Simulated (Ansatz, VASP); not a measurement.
SnSe: VASP beside Ansatz

```
Sn Se
1.0
     0.00000    3.01000    3.01000
     3.01000    0.00000    3.01000
     3.01000    3.01000    0.00000
Sn Se
1 1
Cartesian
  0.0105 -0.0368 -0.0151
  2.9884 3.0448 2.9935
```

Alike in both runs: task single point; functional LDA; k mesh 4 × 4 × 4; no spin polarisation.

|  | VASP | Ansatz |
| --- | --- | --- |
| version | VASP 6.6.1 | Ansatz 0.2.0 |
| potentials or method | VASP PAW LDA potentials, release 64 (Sn_d, Se), cutoff 500 eV | plane waves, PAW |
| occupations | gaussian, width 0.01 eV | fixed |
| valence electrons in the cell | 20 | 30 |

|  | VASP | Ansatz | Ansatz less VASP |
| --- | --- | --- | --- |
| rms of the force components (eV/Å) | 0.026 | 0.028 | +0.0025 |

LDA's correlation is that of Perdew and Zunger in VASP and of Perdew and Wang (1992) in Ansatz. Atom by atom the forces differ by 0.002 eV/Å (rms over components). VASP's potentials hold 20 valence electrons a cell and Ansatz's 30, so a difference there can come from the potentials and not from the codes.

The k mesh is coarse, so the values compare programs but aren't converged.
